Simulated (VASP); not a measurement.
Wanted: the native input for a VASP 6.6.1 run.

```
Task                   : single point
Functional             : r2SCAN
Dispersion             : rVV10
Potentials or basis    : VASP PAW PBE potentials, release 64 (Cd, Si, S)
Cutoff                 : 520 eV
k mesh                 : 4 × 4 × 6
Occupations            : fermi-dirac, width 0.03 eV
Spin                   : no spin polarisation
Dipole correction      : no
Further INCAR settings : ALGO = Normal; EDIFF = 1e-07; NBANDS = 35
```

Cd2SiS4:

```
Cd Si S
1.0
     3.94651   -5.23647    0.00000
     3.94651    5.23647    0.00000
     0.00000    0.00000    3.54000
Cd Si S
2 1 4
Direct
  0.50000 0.00000 0.50000
  0.00000 0.50000 0.50000
  0.00000 0.00000 0.00000
  0.79462 0.79462 0.50000
  0.20538 0.20538 0.50000
  0.77940 0.22060 0.00000
  0.22060 0.77940 0.00000
```

These files were run (other wordings do the same):

POSCAR

```
Cd2SiS4
1.0
    3.9465083244     -5.2364715560      0.0000000000
    3.9465083244      5.2364715560      0.0000000000
    0.0000000000      0.0000000000      3.5399957950
Cd Si S
2 1 4
Direct
    0.5000000000      0.0000000000      0.5000000000
    0.0000000000      0.5000000000      0.5000000000
    0.0000000000      0.0000000000      0.0000000000
    0.7946237040      0.7946237040      0.5000000000
    0.2053762960      0.2053762960      0.5000000000
    0.7794021496      0.2205978504      0.0000000000
    0.2205978504      0.7794021496      0.0000000000
```

INCAR.step1

```
SYSTEM = Cd2SiS4
ALGO     = Normal         ! electronic algorithm
EDIFF    = 1E-4           ! SCF threshold, eV
ENCUT    = 520            ! plane-wave cutoff, eV
GGA      = PE             ! functional
ISMEAR   = -1             ! smearing method
LASPH    = .TRUE.         ! aspherical terms in the spheres
LCHARG   = .FALSE.        ! write CHGCAR
LREAL    = .FALSE.        ! projectors in reciprocal space
LWAVE    = .TRUE.         ! write WAVECAR
NBANDS   = 35             ! bands
NELM     = 100            ! most SCF steps
PREC     = Accurate       ! precision mode
SIGMA    = 0.03           ! smearing width, eV
```

INCAR.step2

```
SYSTEM = Cd2SiS4
ALGO     = Normal         ! electronic algorithm
BPARAM   = 11.95        
CPARAM   = 0.0093       
EDIFF    = 1E-7           ! SCF threshold, eV
ENCUT    = 520            ! plane-wave cutoff, eV
ISIF     = 2              ! what is computed and relaxed
ISMEAR   = -1             ! smearing method
ISTART   = 1            
IVDW_NL  = 2            
LASPH    = .TRUE.         ! aspherical terms in the spheres
LCHARG   = .FALSE.        ! write CHGCAR
LMIXTAU  = .TRUE.       
LREAL    = .FALSE.        ! projectors in reciprocal space
LUSE_VDW = .TRUE.       
LWAVE    = .FALSE.        ! write WAVECAR
METAGGA  = R2SCAN         ! meta-GGA
NBANDS   = 35             ! bands
NELM     = 100            ! most SCF steps
PREC     = Accurate       ! precision mode
SIGMA    = 0.03           ! smearing width, eV
```

KPOINTS

```
k-points
0
G
  4 4 6
  0 0 0
```

Potentials or basis: VASP PAW PBE potentials, release 64 (Cd, Si, S).

Command:

```console
$ cat potpaw_PBE.64/Cd/POTCAR potpaw_PBE.64/Si/POTCAR potpaw_PBE.64/S/POTCAR > POTCAR
$ cp INCAR.step1 INCAR
$ mpirun -np 1 vasp_std > vasp.out
$ cp INCAR.step2 INCAR
$ mpirun -np 1 vasp_std > vasp.out
```

It gave:

```json
{"Pressure": "0.3 GPa", "Largest force": "0.020 eV/Å", "Band gap on the k mesh": "0.79 eV, indirect (least direct gap 1.00 eV)"}
```

Caveat: the PAW data sets were made with another functional, which shifts forces and pressure a little.

It took 10 min on 1 thread of Intel(R) Xeon(R) Platinum 8259CL CPU @ 2.50GHz (Skylake/Cascade Lake), on a shared host, peak memory 0.6 GiB.
